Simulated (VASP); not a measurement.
# SbAs2 (Fm-3m) in VASP: notebook

The runs below take SbAs2 through single point, relaxation of cell and atoms, with PBE.

Everything below comes from runs of VASP 6.6.1. Logs are shortened: lines on timing, memory, paths and dates and some standing lists are left out, and cuts for length are marked.

### 1 The cell of the first run

It takes space group Fm-3m (No. 225, cubic). The conventional cell has a = 6.795 Å, b = 6.795 Å, c = 6.795 Å, α = 90.00°, β = 90.00°, γ = 90.00°. Within 3.9 Å of Sb (site symmetry m-3m) lie 8 As at 2.94 Å. As (site symmetry -43m) has 4 Sb at 2.94 Å and 6 As at 3.40 Å within 3.9 Å.

### 2 Single point, PBE

INCAR reads:

```
SYSTEM = SbAs2
ALGO = Normal
EDIFF = 1E-7
ENCUT = 520
GGA = PE
ISIF = 2
ISMEAR = 0
LASPH = .True.
LCHARG = .False.
LREAL = .False.
LWAVE = .False.
NBANDS = 14
NELM = 100
PREC = Accurate
SIGMA = 0.1
```

KPOINTS reads:

```
k-points
0
Gamma
  4 4 4
  0 0 0
```

POSCAR reads:

```
SbAs2
1.0
    0.0000000000      3.3975681049      3.3975681049
    3.3975681049      0.0000000000      3.3975681049
    3.3975681049      3.3975681049      0.0000000000
Sb As
1 2
Direct
    0.0000000000      0.0000000000      0.0000000000
    0.2500000000      0.2500000000      0.2500000000
    0.7500000000      0.7500000000      0.7500000000
```

Potentials or basis: VASP PAW PBE potentials, release 64 (Sb, As).

On the command line:

```console
$ cat potpaw_PBE.64/Sb/POTCAR potpaw_PBE.64/As/POTCAR > POTCAR
$ mpirun -np 1 vasp_std > vasp.out
```

OUTCAR:

```text
SYSTEM = SbAs2
   EDIFF = 1E-7
   ENCUT = 520
   GGA = PE
   ISIF = 2
   ISMEAR = 0
   LASPH = .True.
   LREAL = .False.
   NELM = 100
   PREC = Accurate

 ion  position               nearest neighbor table
   1  0.000  0.000  0.000-   3 2.94   3 2.94   3 2.94   2 2.94   3 2.94   2 2.94   2 2.94   2 2.94

   2  0.250  0.250  0.250-   1 2.94   1 2.94   1 2.94   1 2.94
   3  0.750  0.750  0.750-   1 2.94   1 2.94   1 2.94   1 2.94

  LATTYP: Found a face centered cubic cell.
 ALAT       =     6.7951362098

  Lattice vectors:

 A1 = (   0.0000000000,   3.3975681049,   3.3975681049)
 A2 = (   3.3975681049,   0.0000000000,   3.3975681049)
 A3 = (   3.3975681049,   3.3975681049,   0.0000000000)

Analysis of symmetry for initial positions (statically):
=====================================================================
 Subroutine PRICEL returns:
 Original cell was already a primitive cell.

 Routine SETGRP: Setting up the symmetry group for a
 face centered cubic supercell.

 Subroutine GETGRP returns: Found 48 space group operations
 (whereof 48 operations were pure point group operations)
 out of a pool of 48 trial point group operations.

The static configuration has the point symmetry O_h .

Analysis of symmetry for dynamics (positions and initial velocities):
=====================================================================
 Subroutine PRICEL returns:
 Original cell was already a primitive cell.

 Routine SETGRP: Setting up the symmetry group for a
 face centered cubic supercell.

 Subroutine GETGRP returns: Found 48 space group operations
 (whereof 48 operations were pure point group operations)
 out of a pool of 48 trial point group operations.

The dynamic configuration has the point symmetry O_h .

 Subroutine INISYM returns: Found 48 space group operations
 (whereof 48 operations are pure point group operations),
 and found     1 'primitive' translations

----------------------------------------------------------------------------------------

                                     Primitive cell

  volume of cell :      78.4394

  direct lattice vectors                    reciprocal lattice vectors
     0.000000000  3.397568105  3.397568105    -0.147164085  0.147164085  0.147164085
     3.397568105  0.000000000  3.397568105     0.147164085 -0.147164085  0.147164085
     3.397568105  3.397568105  0.000000000     0.147164085  0.147164085 -0.147164085

[... 77 lines left out ...]
   TEBEG  =    0.0;   TEEND  =   0.0 temperature during run
   PSTRESS=    0.0 pullay stress
   NELECT =      15.0000    total number of electrons
   NUPDOWN=      -1.0000    fix difference up-down
   EMIN   =  10.00;   EMAX   =-10.00  energy-range for DOS
   EFERMI =   0.00;   METHOD = LEGACY
   ISMEAR =     0;   SIGMA  =   0.10  broadening in eV -4-tet -1-fermi 0-gaus
   EFERMI_NEDOS =   21; number of points for ismear=-14 and -15
   IALGO  =     38    algorithm
   IMIX   =      4    mixing-type and parameters
     AMIX     =   0.40;   BMIX     =  1.00
     AMIX_MAG =   1.60;   BMIX_MAG =  1.00
  volume/ion in A,a.u.               =      26.15       176.45
  Fermi-wavevector in a.u.,A,eV,Ry     =   0.943178  1.782348 12.103540  0.889585
  Thomas-Fermi vector in A             =   2.070860
   LORBIT       =      0    0 simple, 1 ext, 2 COOP (PROOUT), +10 PAW based schemes
   GGA     = PE    functional components
   LHFCALC =     F    Hartree Fock is set to
   AEXX    =    0.0000 exact exchange contribution
   IVDW    =     0    specifies the selected vdW correction
   LEPSILON=     F    determine dielectric tensor
   LRPA    =     F    only Hartree local field effects (RPA)
 non-spin polarized calculation
 Gauss-broadening in eV      SIGMA  =   0.10
  energy-cutoff  :      520.00
  volume of cell :       78.44
 maximum number of plane-waves:      2148
   NGX = 17   NGY = 17   NGZ = 17

 number of electron      15.0000000 magnetization

 Free energy of the ion-electron system (eV)
  ---------------------------------------------------
  ext. energy  EPLUGINS =         0.00000000
  ---------------------------------------------------
  free energy    TOTEN  =       -11.94809294 eV

  energy without entropy =      -11.91732395  energy(sigma->0) =      -11.93270844

 E-fermi :   5.1581     XC(G=0):  -9.4730

 val. band max:        5.1571591116   @ k =   0.2500   0.2500   0.0000
 cond. band min:       5.4275715756   @ k =  -0.2500   0.2500   0.0000
 fundamental gap:      0.2704124640
 Fermi energy:         5.1580673772

 k-point     1 :       0.0000    0.0000    0.0000
  band No.  band energies     occupation
      1      -8.2593      2.00000
      2      -3.6952      2.00000
      3      -0.4013      2.00000
      4       2.7332      2.00000
      5       2.7332      2.00000
      6       2.7332      2.00000
      7       3.0800      2.00000
      8       3.0800      2.00000
      9       3.0800      2.00000
     10       7.0772      0.00000
     11       7.0772      0.00000
     12       7.0772      0.00000
     13      10.3073      0.00000
     14      10.3073      0.00000
[... 105 lines left out ...]
      1      -5.5421      2.00000
      2      -5.5421      2.00000
      3      -4.7673      2.00000
      4      -0.1283      2.00000
      5       2.4638      2.00000
      6       2.4638      2.00000
      7       4.5508      2.00000
      8       6.7537      0.00000
      9       6.9774      0.00000
     10       7.2050      0.00000
     11       8.9670      0.00000
     12       8.9670      0.00000
     13      12.5668      0.00000
     14      13.4189      0.00000

------------------------ aborting loop because EDIFF is reached ----------------------------------------

  FORCE on cell =-STRESS in cart. coord.  units (eV):
  Direction    XX          YY          ZZ          XY          YZ          ZX
  --------------------------------------------------------------------------------------
  -------------------------------------------------------------------------------------
  Total        0.0018813      0.0018813      0.0018813     -0.0000000     -0.0000000      0.0000000
  in kB        0.0384274      0.0384274      0.0384274     -0.0000000     -0.0000000      0.0000000
  external PRESSURE =       0.0384274 kB  Pullay stress =       0.0000000 kB

 VOLUME and BASIS-vectors are now :
 -----------------------------------------------------------------------------
  energy-cutoff  :      520.00
  volume of cell :       78.44
      direct lattice vectors                 reciprocal lattice vectors
     0.000000000  3.397568105  3.397568105    -0.147164085  0.147164085  0.147164085
     3.397568105  0.000000000  3.397568105     0.147164085 -0.147164085  0.147164085
     3.397568105  3.397568105  0.000000000     0.147164085  0.147164085 -0.147164085

 POSITION                                       TOTAL-FORCE (eV/Angst)
 -----------------------------------------------------------------------------------
      0.00000      0.00000      0.00000        -0.000000     -0.000000     -0.000000
      1.69878      1.69878      1.69878         0.000000      0.000000      0.000000
      5.09635      5.09635      5.09635        -0.000000     -0.000000     -0.000000
 -----------------------------------------------------------------------------------
    total drift:                                0.000000      0.000000      0.000000

  FREE ENERGIE OF THE ION-ELECTRON SYSTEM (eV)
  ---------------------------------------------------
  free  energy   TOTEN  =       -11.9480929353 eV

  energy  without entropy=      -11.9173239545  energy(sigma->0) =      -11.93270844
```

OSZICAR:

```text
N       E                     dE             d eps       ncg     rms          rms(c)
DAV:   1     0.487214523255E+02    0.48721E+02   -0.49994E+03   224   0.806E+02
DAV:   2    -0.900290449893E+01   -0.57724E+02   -0.52901E+02   284   0.135E+02
DAV:   3    -0.119524130518E+02   -0.29495E+01   -0.29233E+01   254   0.325E+01
DAV:   4    -0.119790537412E+02   -0.26641E-01   -0.26634E-01   278   0.365E+00
DAV:   5    -0.119793562150E+02   -0.30247E-03   -0.30247E-03   292   0.407E-01    0.315E+00
DAV:   6    -0.119505341159E+02    0.28822E-01   -0.31712E-02   242   0.106E+00    0.190E+00
DAV:   7    -0.119483142876E+02    0.22198E-02   -0.21862E-02   254   0.785E-01    0.319E-01
DAV:   8    -0.119479398556E+02    0.37443E-03   -0.19283E-03   248   0.298E-01    0.101E-01
DAV:   9    -0.119480782670E+02   -0.13841E-03   -0.33638E-04   248   0.133E-01    0.748E-02
DAV:  10    -0.119480849898E+02   -0.67228E-05   -0.15199E-05   284   0.221E-02    0.323E-02
DAV:  11    -0.119480910409E+02   -0.60510E-05   -0.19847E-05   248   0.232E-02    0.147E-02
DAV:  12    -0.119480924205E+02   -0.13796E-05   -0.13630E-06   266   0.720E-03    0.348E-03
DAV:  13    -0.119480928020E+02   -0.38154E-06   -0.36017E-07   248   0.321E-03    0.102E-03
DAV:  14    -0.119480929700E+02   -0.16793E-06   -0.34241E-08   190   0.121E-03    0.696E-04
DAV:  15    -0.119480929353E+02    0.34690E-07   -0.33848E-09   136   0.376E-04
   1 F= -.11948093E+02 E0= -.11932708E+02  d E =-.307690E-01
```

stdout:

```text
POSCAR found type information on POSCAR SbAs
 POSCAR found :  2 types and       3 ions
 scaLAPACK will be used
 LDA part: xc-table for (Slater+PW92), standard interpolation
 POSCAR, INCAR and KPOINTS ok, starting setup
 FFT: planning ... GRIDC
 FFT: planning ... GRID_SOFT
 FFT: planning ... GRID
 WAVECAR not read
 entering main loop
```

Wall time 21 s (1 thread of Intel Xeon Platinum 8259CL at 2.50GHz (Skylake/Cascade Lake), shared host); peak memory 0.19 GiB.

Results:

```yaml
Free_energy: -11.9481 eV
Pressure: 0.0 GPa
```

Caveat: the k points lie up to 0.40 Å⁻¹ apart; spin-orbit coupling is left out, which moves the levels of the heavy elements.

### 3 Single point, PBE

This run uses another cell than the first one, of 22.67 Å³/atom, 0.867 times its volume.

INCAR reads:

```
SYSTEM = SbAs2
ALGO = Normal ; EDIFF = 1E-6
ENCUT = 520 ; GGA = PE
ISIF = 2 ; ISMEAR = 0
LASPH = .True. ; LCHARG = .False.
LREAL = .False. ; LWAVE = .False.
NBANDS = 14 ; NELM = 80
PREC = Accurate ; SIGMA = 0.1
```

KPOINTS reads:

```
k-points
0
Gamma
  6 6 6
  0 0 0
```

POSCAR reads:

```
SbAs2
1.0
    0.0000000000      3.2396358569      3.2396358569
    3.2396358569      0.0000000000      3.2396358569
    3.2396358569      3.2396358569      0.0000000000
Sb As
1 2
Direct
    0.0000000000      0.0000000000      0.0000000000
    0.2500000000      0.2500000000      0.2500000000
    0.7500000000      0.7500000000      0.7500000000
```

Potentials or basis: VASP PAW PBE potentials, release 64 (Sb, As).

On the command line:

```console
$ cat potpaw_PBE.64/Sb/POTCAR potpaw_PBE.64/As/POTCAR > POTCAR
$ mpirun -np 1 vasp_std > vasp.out
```

It took 16 s on 1 thread of Intel Xeon Platinum 8259CL at 2.50GHz (Skylake/Cascade Lake), shared host; peak memory 0.21 GiB.

The run converged. Its results:

* Free energy: -11.6252 eV
* Pressure: 11.2 GPa

Levels at points of the mesh, in eV from the Fermi level:
```
           k point  band 4  band 5  band 6  band 7  band 8  band 9  band 10  band 11
(0.00, 0.00, 0.00)   -2.91   -2.91   -2.91   -2.44   -2.44   -2.44     1.91     1.91
(0.50, 0.00, 0.00)   -4.16   -4.16   -2.62   -2.00   -2.00    2.03     3.76     3.76
(0.50, 0.50, 0.00)   -5.79   -5.79   -2.18    1.59    1.59    2.43     2.58     4.83
```

Caveat: spin-orbit coupling is left out, which moves the levels of the heavy elements.

### 4 Relaxation of cell and atoms, PBE

This run uses another cell than the first one, of 22.67 Å³/atom, 0.867 times its volume.

INCAR reads:

```
ALGO = Normal
EDIFF = 1E-7
EDIFFG = -0.04
ENCUT = 600
GGA = PE
IBRION = 2
ISIF = 3
ISMEAR = 0
LASPH = True
LCHARG = False
LREAL = False
LWAVE = False
NELM = 100
NSW = 90
PREC = Accurate
SIGMA = 0.1
```

KPOINTS reads:

```
k-points
0
Gamma
  4 4 4
```

POSCAR is that of step 3.

On the command line:

```console
$ cat potpaw_PBE.64/Sb/POTCAR potpaw_PBE.64/As/POTCAR > POTCAR
$ mpirun -np 1 vasp_std > vasp.out
```

Run time: 50 s. Hardware: 1 thread of Intel Xeon Platinum 8259CL at 2.50GHz (Skylake/Cascade Lake), shared host; peak memory 0.22 GiB.

The run converged. Its results:

```yaml
Free_energy: -11.9479 eV
Relaxed_volume: 26.13 Å³/atom
Relaxed_cell: a = 4.804 Å, b = 4.804 Å, c = 4.804 Å, α = 60.00°, β = 60.00°, γ = 60.00°
Space_group_after_relaxing_to_0.05_Å: Fm-3m (No. 225)
Energy_gained_by_relaxing: 104.6 meV/atom
Ionic_steps: 3
Pressure_after_relaxing: 0.0 GPa
```

The path:
```tsv
step	energy change (eV)	largest force (eV/Å)	pressure (GPa)	volume (Å³)
1	0.0000	0.0000	10.94	68.00
2	-0.2440	0.0000	-3.51	84.40
3	-0.3139	0.0000	0.03	78.40
```

Final structure:
```
Sb As
1.0
     0.00000    3.39700    3.39700
     3.39700    0.00000    3.39700
     3.39700    3.39700    0.00000
Sb As
1 2
Direct
  0.00000 0.00000 0.00000
  0.25000 0.25000 0.25000
  0.75000 0.75000 0.75000
```

Levels at points of the mesh, in eV from the Fermi level:
| k point | band 6 | band 7 | band 8 | band 9 | band 10 | band 11 |
| --- | --- | --- | --- | --- | --- | --- |
| (0.00, 0.00, 0.00) | -2.43 | -2.08 | -2.08 | -2.08 | 1.92 | 1.92 |
| (0.50, 0.00, 0.00) | -2.48 | -1.59 | -1.59 | 1.44 | 3.40 | 3.40 |
| (0.50, 0.50, 0.00) | -1.86 | 1.34 | 1.34 | 1.68 | 2.15 | 4.26 |

Caveat: the k points lie up to 0.40 Å⁻¹ apart in the final cell; the volume moved by over 15 % at a fixed basis, so the end points are rough; spin-orbit coupling is left out, which moves the levels of the heavy elements.

### 5 Overview

| task | cell | k mesh | cutoff (eV) | gap on the mesh (eV) | pressure (GPa) |
| --- | --- | --- | --- | --- | --- |
| single point | a = 4.805 Å, angles 60.0°, 3 atoms | 4 × 4 × 4 | 520 | none | 0.0 |
| single point | a = 4.582 Å, angles 60.0°, 3 atoms | 6 × 6 × 6 | 520 | none | 11.2 |
| relaxation of cell and atoms | relaxed from a = 4.582 Å, angles 60.0°, 3 atoms | 4 × 4 × 4 | 600 | none | 0.0 |

Alike in all rows: level PBE; potentials or basis VASP PAW PBE potentials, release 64 (Sb, As); no spin polarisation; smearing gaussian 0.1 eV.

Caveats: some runs use coarse meshes; spin-orbit coupling is left out, which moves the levels of the heavy elements; the volume moved by over 15 % at a fixed basis, so the end points are rough (some runs).

Absolute energies hang on the potentials; compare differences alone.
